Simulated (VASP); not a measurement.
# Al32As (a cell with a defect) in VASP: single point with PBE+D3(BJ)

Aim: the single point of Al32As (a cell with a defect) with PBE+D3(BJ).

All numbers are computed with VASP 6.6.1; they aren't measurements. Logs are shortened: lines on timing, memory, paths and dates and some standing lists are left out, and cuts for length are marked.

## 1. The cell of the first run

The cell holds a defect, 33 atoms: a = 8.100 Å, b = 8.100 Å, c = 8.100 Å, α = 90.00°, β = 90.00°, γ = 90.00°.

## 2. Single point, PBE+D3(BJ)

INCAR

```
SYSTEM = Al32As
PREC = Accurate
ENCUT = 520
EDIFF = 1E-6
ISMEAR = -1
SIGMA = 0.05
LREAL = Auto
LASPH = .TRUE.
NELM = 100
ALGO = Normal
ISIF = 2
LWAVE = .FALSE.
LCHARG = .FALSE.
GGA = PE
IVDW = 12
NBANDS = 72
```

KPOINTS

```
Automatic mesh
0
G
  2 2 2
  0 0 0
```

POSCAR

```
Al32As
1.0
    8.1000000000      0.0000000000      0.0000000000
    0.0000000000      8.1000000000      0.0000000000
    0.0000000000      0.0000000000      8.1000000000
Al As
32 1
Direct
    0.5001290760      0.0142161810      0.0001755009
    0.7357410051      0.2497856208      0.0001769566
    0.7481360561      0.0017965552      0.2520145543
   -0.0001920544      0.0547640375     -0.0002026569
    0.2641337619      0.2497842300      0.0001789355
    0.5001305060      0.4858224696      0.0001809808
    0.6950793884      0.7501775997     -0.0002010446
    0.2519247432      0.0017899318      0.2520116189
    0.4999986413      0.2499444650      0.2533871816
    0.7481442767      0.4980083243      0.2520130416
    0.4999971030      0.0031900472      0.5000660993
    0.7467494075      0.2499468007      0.5000666249
    0.7481292674      0.0018052057      0.7482151959
   -0.0001903044      0.4440383208     -0.0001977354
    0.3058068503      0.7501752713     -0.0001982683
    0.0000747090      0.2497831783      0.2641770946
    0.2519190210      0.4980129961      0.2520086852
    0.5001306262      0.7498478255      0.2641794146
    0.0000722817      0.0142154690      0.5002513621
    0.2532996251      0.2499449844      0.5000687711
    0.4999985409      0.4966328210      0.5000691246
    0.7357415454      0.7498517338      0.5002535703
    0.2519280075      0.0017994817      0.7482212295
    0.4999969642      0.2499474418      0.7468282673
    0.7481349700      0.4980061396      0.7482231496
   -0.0001901379      0.7501746172      0.3060606163
    0.0000744501      0.4858253042      0.5002560931
    0.2641332414      0.7498500608      0.5002551922
    0.0000721048      0.2497880114      0.7357859264
    0.2519253312      0.4980091778      0.7482298643
    0.5001289160      0.7498533702      0.7357857706
   -0.0001921835      0.7501794256      0.6953374755
    0.0007324629      0.7490216008      0.0011407074
```

Potentials or basis: VASP PAW PBE potentials, release 64 (Al, As).

Started as:

```sh
$ cat potpaw_PBE.64/Al/POTCAR potpaw_PBE.64/As/POTCAR > POTCAR
$ mpirun -np 1 vasp_std > vasp.out
```

OUTCAR:

```text
SYSTEM = Al32As
   PREC = Accurate
   ENCUT = 520
   EDIFF = 1E-6
   ISMEAR = -1
   LREAL = Auto
   LASPH = .TRUE.
   NELM = 100
   ISIF = 2
   GGA = PE
   IVDW = 12
 IVDW          = 12

 ion  position               nearest neighbor table
   1  0.500  0.014  0.000-  15 2.66   7 2.66   2 2.70   5 2.70   9 2.80  24 2.80   3 2.86  13 2.87
                             8 2.87  23 2.87  18 3.03  31 3.03
   2  0.736  0.250  0.000-  14 2.66   4 2.66   1 2.70   6 2.70   9 2.80  24 2.80   3 2.86  13 2.87
                            10 2.87  25 2.87  16 3.03  29 3.03
   3  0.748  0.002  0.252-  11 2.84  12 2.84   9 2.84   2 2.86   1 2.86  16 2.87  18 2.87  19 2.87
                            22 2.87  26 2.92   7 2.92   4 2.92
   4  1.000  0.055  1.000-  33 2.48  29 2.66   2 2.66   5 2.66  16 2.66  13 2.91  23 2.92   3 2.92
                             8 2.92  14 3.15
   5  0.264  0.250  0.000-  14 2.66   4 2.66   1 2.70   6 2.70   9 2.80  24 2.80   8 2.86  23 2.87
                            17 2.87  30 2.87  16 3.02  29 3.03
   6  0.500  0.486  0.000-  15 2.66   7 2.66   2 2.70   5 2.70   9 2.80  24 2.80  10 2.86  25 2.87
                            17 2.87  30 2.87  18 3.02  31 3.03
   7  0.695  0.750  1.000-  33 2.48  31 2.66   1 2.66   6 2.66  18 2.66  13 2.91  25 2.92   3 2.92
                            10 2.92  15 3.15
   8  0.252  0.002  0.252-  11 2.84  20 2.84   9 2.84   5 2.86  16 2.86   1 2.87  19 2.87  18 2.87
                            28 2.87  26 2.92  15 2.92   4 2.92
   9  0.500  0.250  0.253-   1 2.80   2 2.80   5 2.80   6 2.80  21 2.83  20 2.83  12 2.83  11 2.83
[... 32 lines left out ...]
                             2 2.87  14 2.92   7 2.92  32 2.92
  26  1.000  0.750  0.306-  33 2.47  19 2.65  22 2.66  28 2.66  27 2.66   3 2.92   8 2.92  10 2.92
                            17 2.92  32 3.15
  27  0.000  0.486  0.500-  26 2.66  32 2.66  29 2.70  16 2.70  20 2.80  12 2.80  30 2.86  25 2.87
                            17 2.87  10 2.87  28 3.02  22 3.03
  28  0.264  0.750  0.500-  26 2.66  32 2.66  31 2.70  18 2.70  21 2.80  11 2.80  30 2.86  23 2.87
                            17 2.87   8 2.87  27 3.02  19 3.03
  29  0.000  0.250  0.736-  14 2.65   4 2.66  19 2.70  27 2.70  20 2.80  12 2.80  23 2.86  13 2.87
                            30 2.87  25 2.87   5 3.03   2 3.03
  30  0.252  0.498  0.748-  24 2.84  20 2.84  21 2.84  28 2.86  27 2.86  31 2.87  29 2.87   6 2.87
                             5 2.87  14 2.92  15 2.92  32 2.92
  31  0.500  0.750  0.736-  15 2.66   7 2.66  22 2.70  28 2.70  21 2.80  11 2.80  25 2.86  13 2.87
                            30 2.87  23 2.87   6 3.03   1 3.03
  32  1.000  0.750  0.695-  33 2.48  19 2.66  22 2.66  28 2.66  27 2.66  13 2.91  23 2.92  25 2.92
                            30 2.92  26 3.15
  33  0.001  0.749  0.001-  26 2.47  14 2.47  15 2.47   7 2.48   4 2.48  32 2.48

  LATTYP: Found a simple cubic cell.
 ALAT       =     8.1000000000

  Lattice vectors:

 A1 = (   8.1000000000,   0.0000000000,   0.0000000000)
 A2 = (   0.0000000000,   8.1000000000,   0.0000000000)
 A3 = (   0.0000000000,   0.0000000000,   8.1000000000)

Analysis of symmetry for initial positions (statically):
=====================================================================
 Subroutine PRICEL returns:
 Original cell was already a primitive cell.

 Routine SETGRP: Setting up the symmetry group for a
 simple cubic supercell.

 Subroutine GETGRP returns: Found  1 space group operations
 (whereof  1 operations were pure point group operations)
 out of a pool of 48 trial point group operations.

The static configuration has the point symmetry C_1 .

Analysis of symmetry for dynamics (positions and initial velocities):
=====================================================================
 Subroutine PRICEL returns:
 Original cell was already a primitive cell.

 Routine SETGRP: Setting up the symmetry group for a
 simple cubic supercell.

 Subroutine GETGRP returns: Found  1 space group operations
 (whereof  1 operations were pure point group operations)
 out of a pool of 48 trial point group operations.

The dynamic configuration has the point symmetry C_1 .

 Subroutine INISYM returns: Found  1 space group operations
 (whereof  1 operations are pure point group operations),
 and found     1 'primitive' translations

----------------------------------------------------------------------------------------

                                     Primitive cell

  volume of cell :     531.4410

  direct lattice vectors                    reciprocal lattice vectors
     8.100000000  0.000000000  0.000000000     0.123456790  0.000000000  0.000000000
     0.000000000  8.100000000  0.000000000     0.000000000  0.123456790  0.000000000
     0.000000000  0.000000000  8.100000000     0.000000000  0.000000000  0.123456790

  length of vectors
     8.100000000  8.100000000  8.100000000     0.123456790  0.123456790  0.123456790

  position of ions in fractional coordinates (direct lattice)
     0.500129076  0.014216181  0.000175501
     0.735741005  0.249785621  0.000176957
     0.748136056  0.001796555  0.252014554
     0.999807946  0.054764038  0.999797343
     0.264133762  0.249784230  0.000178936
     0.500130506  0.485822470  0.000180981
[... 25 lines left out ...]
     0.999807817  0.750179426  0.695337475
     0.000732463  0.749021601  0.001140707

  ion indices of the primitive-cell ions
   primitive index   ion index
                 1           1
                 2           2
                 3           3
                 4           4
                 5           5
                 6           6
[... 25 lines left out ...]
                32          32
                33          33

----------------------------------------------------------------------------------------

 KPOINTS: Automatic mesh

Automatic generation of k-mesh.
 Grid dimensions read from file:
 generate k-points for:    2    2    2

 Generating k-lattice:

  Cartesian coordinates                     Fractional coordinates (reciprocal lattice)
     0.061728395  0.000000000  0.000000000     0.500000000  0.000000000  0.000000000
     0.000000000  0.061728395  0.000000000     0.000000000  0.500000000  0.000000000
     0.000000000  0.000000000  0.061728395     0.000000000  0.000000000  0.500000000

  Length of vectors
     0.061728395  0.061728395  0.061728395

  Shift w.r.t. Gamma in fractional coordinates (k-lattice)
     0.000000000  0.000000000  0.000000000

 Subroutine IBZKPT returns following result:
 ===========================================

 Found      8 irreducible k-points:

 Following reciprocal coordinates:
            Coordinates               Weight
  0.000000  0.000000  0.000000      1.000000
  0.500000  0.000000  0.000000      1.000000
  0.000000  0.500000  0.000000      1.000000
  0.000000  0.000000  0.500000      1.000000
  0.500000  0.500000  0.000000      1.000000
  0.000000  0.500000  0.500000      1.000000
  0.500000  0.000000  0.500000      1.000000
  0.500000  0.500000  0.500000      1.000000
   k-points           NKPTS =      8   k-points in BZ     NKDIM =      8   number of bands    NBANDS=     72
   number of dos      NEDOS =    301   number of ions     NIONS =     33
   total plane-waves  NPLWV = 216000
   dimension x,y,z NGX =    60 NGY =   60 NGZ =   60
   dimension x,y,z NGXF=   120 NGYF=  120 NGZF=  120
   ions per type =              32   1
   NGX,Y,Z   is equivalent  to a cutoff of  12.31, 12.31, 12.31 a.u.
   NGXF,Y,Z  is equivalent  to a cutoff of  24.63, 24.63, 24.63 a.u.
 SYSTEM =  Al32As
   PREC   = accura    normal or accurate (medium, high low for compatibility)
   ISTART =      0    job   : 0-new  1-cont  2-samecut
   ICHARG =      2    charge: 1-file 2-atom 10-const
   ISPIN  =      1    spin polarized calculation?
   LNONCOLLINEAR =      F non collinear calculations
   LSORBIT =      F    spin-orbit coupling
   LASPH  =      T    aspherical Exc in radial PAW
   ENCUT  =  520.0 eV  38.22 Ry    6.18 a.u.  15.06 15.06 15.06*2*pi/ulx,y,z
   NELM   =    100;   NELMIN=  2; NELMDL= -5     # of ELM steps
   EDIFF  = 0.1E-05   stopping-criterion for ELM
   LREAL  =      T    real-space projection
   EDIFFG = 0.1E-04   stopping-criterion for IOM
   NSW    =      0    number of steps for IOM
   IBRION =     -1    ionic relax: 0-MD 1-quasi-New 2-CG
   NFREE  =      0    steps in history (QN), initial steepest desc. (CG)
   ISIF   =      2    stress and relaxation
   ISYM   =      2    0-nonsym 1-usesym 2-fastsym
   POTIM  = 0.5000    time-step for ionic-motion
   TEBEG  =    0.0;   TEEND  =   0.0 temperature during run
   PSTRESS=    0.0 pullay stress
   NELECT =     101.0000    total number of electrons
   NUPDOWN=      -1.0000    fix difference up-down
   EMIN   =  10.00;   EMAX   =-10.00  energy-range for DOS
   EFERMI =   0.00;   METHOD = LEGACY
   ISMEAR =    -1;   SIGMA  =   0.05  broadening in eV -4-tet -1-fermi 0-gaus
   EFERMI_NEDOS =   21; number of points for ismear=-14 and -15
   IALGO  =     38    algorithm
   IMIX   =      4    mixing-type and parameters
     AMIX     =   0.40;   BMIX     =  1.00
     AMIX_MAG =   1.60;   BMIX_MAG =  1.00
  volume/ion in A,a.u.               =      16.10       108.68
  Fermi-wavevector in a.u.,A,eV,Ry     =   0.941233  1.778672 12.053656  0.885919
  Thomas-Fermi vector in A             =   2.068723
   LORBIT       =      0    0 simple, 1 ext, 2 COOP (PROOUT), +10 PAW based schemes
   GGA     = PE    functional components
   LHFCALC =     F    Hartree Fock is set to
   AEXX    =    0.0000 exact exchange contribution
   IVDW    =    12    specifies the selected vdW correction
   LEPSILON=     F    determine dielectric tensor
   LRPA    =     F    only Hartree local field effects (RPA)
 non-spin polarized calculation
  energy-cutoff  :      520.00
  volume of cell :      531.44
 maximum number of plane-waves:     14400
   NGX = 31   NGY = 31   NGZ = 31

 number of electron     101.0000000 magnetization

 Free energy of the ion-electron system (eV)
  ---------------------------------------------------
  ext. energy  EPLUGINS =         0.00000000
  ---------------------------------------------------
  free energy    TOTEN  =      -123.26666104 eV

  energy without entropy =     -123.19218055  energy(sigma->0) =     -123.22942079

 E-fermi :   8.2286     XC(G=0): -10.3064

 val. band max:        8.2097558913   @ k =   0.0000   0.0000   0.5000
 cond. band min:       8.3144015490   @ k =   0.0000   0.5000   0.5000
 fundamental gap:      0.1046456577
 Fermi energy:         8.2285791617

 k-point     1 :       0.0000    0.0000    0.0000
  band No.  band energies     occupation
      1      -4.7609      2.00000
      2      -2.6908      2.00000
      3      -1.0498      2.00000
      4      -1.0498      2.00000
      5      -0.7476      2.00000
      6      -0.7475      2.00000
[... 509 lines left out ...]
     61      10.9383      0.00000
     62      10.9383      0.00000
 [bands above 62 left out]

------------------------ aborting loop because EDIFF is reached ----------------------------------------

 Edisp (eV)  -11.57576

 E8    (eV) :    -5.1686

  FORCE on cell =-STRESS in cart. coord.  units (eV):
  Direction    XX          YY          ZZ          XY          YZ          ZX
  --------------------------------------------------------------------------------------
  -------------------------------------------------------------------------------------
  Total       2.03968     2.04385     2.04397    -0.00001    -0.00071     0.00117
  in kB       6.14919     6.16176     6.16212    -0.00004    -0.00214     0.00351
  external pressure =        6.16 kB  Pullay stress =        0.00 kB

 VOLUME and BASIS-vectors are now :
 -----------------------------------------------------------------------------
  energy-cutoff  :      520.00
  volume of cell :      531.44
      direct lattice vectors                 reciprocal lattice vectors
     8.100000000  0.000000000  0.000000000     0.123456790  0.000000000  0.000000000
     0.000000000  8.100000000  0.000000000     0.000000000  0.123456790  0.000000000
     0.000000000  0.000000000  8.100000000     0.000000000  0.000000000  0.123456790

 POSITION                                       TOTAL-FORCE (eV/Angst)
 -----------------------------------------------------------------------------------
      4.05105      0.11515      0.00142        -0.000878     -0.080423      0.000046
      5.95950      2.02326      0.00143         0.080274      0.001284     -0.000104
      6.05990      0.01455      2.04132         0.001967     -0.002303     -0.001534
      8.09844      0.44359      8.09836         0.001426      0.043162      0.002013
      2.13948      2.02325      0.00145        -0.079545      0.001621     -0.000453
      4.05106      3.93516      0.00147        -0.000971      0.079459     -0.000203
[... 25 lines left out ...]
      8.09844      6.07645      5.63223         0.000920     -0.001161     -0.042135
      0.00593      6.06707      0.00924        -0.005638      0.010962     -0.008895
 -----------------------------------------------------------------------------------
    total drift:                               -0.006861      0.012608     -0.009107

  FREE ENERGIE OF THE ION-ELECTRON SYSTEM (eV)
  ---------------------------------------------------
  free  energy   TOTEN  =      -134.8424208144 eV

  energy  without entropy=     -134.7679403272  energy(sigma->0) =     -134.80518057
```

It took 2.4 min on 1 thread of Intel Xeon 6975P-C (Granite Rapids), shared host; peak memory 0.57 GiB.

What came out:

* Free energy: -134.8424 eV
* Pressure: 0.6 GPa
* Largest force: 0.080 eV/Å
* Dispersion energy per atom: -0.351 eV

Forces on the atoms (eV/Å):
```
Al  -0.001 -0.080  0.000
Al   0.080  0.001  0.000
Al   0.002 -0.002 -0.002
Al   0.001  0.043  0.002
Al  -0.080  0.002  0.000
Al  -0.001  0.079  0.000
Al  -0.044 -0.002  0.002
Al  -0.003 -0.003 -0.002
Al   0.000  0.000  0.045
Al   0.003  0.003 -0.003
Al   0.000  0.045  0.001
Al  -0.045  0.000  0.000
Al   0.001 -0.001  0.001
Al   0.001 -0.052  0.001
Al   0.049 -0.001  0.001
Al   0.000  0.001 -0.079
Al  -0.004  0.003 -0.004
Al  -0.001  0.000 -0.080
Al   0.000 -0.080 -0.001
Al   0.045  0.000  0.000
Al   0.000 -0.045  0.001
Al   0.080  0.000 -0.001
Al  -0.001 -0.002  0.001
Al   0.000 -0.001 -0.045
Al   0.002  0.002  0.002
Al   0.000  0.000  0.054
Al   0.000  0.079 -0.002
Al  -0.079  0.000 -0.002
Al   0.000  0.001  0.080
Al  -0.002  0.002  0.002
Al  -0.001  0.000  0.080
Al   0.001 -0.001 -0.042
As  -0.006  0.011 -0.009
```

Caveat: the k points lie up to 0.39 Å⁻¹ apart.
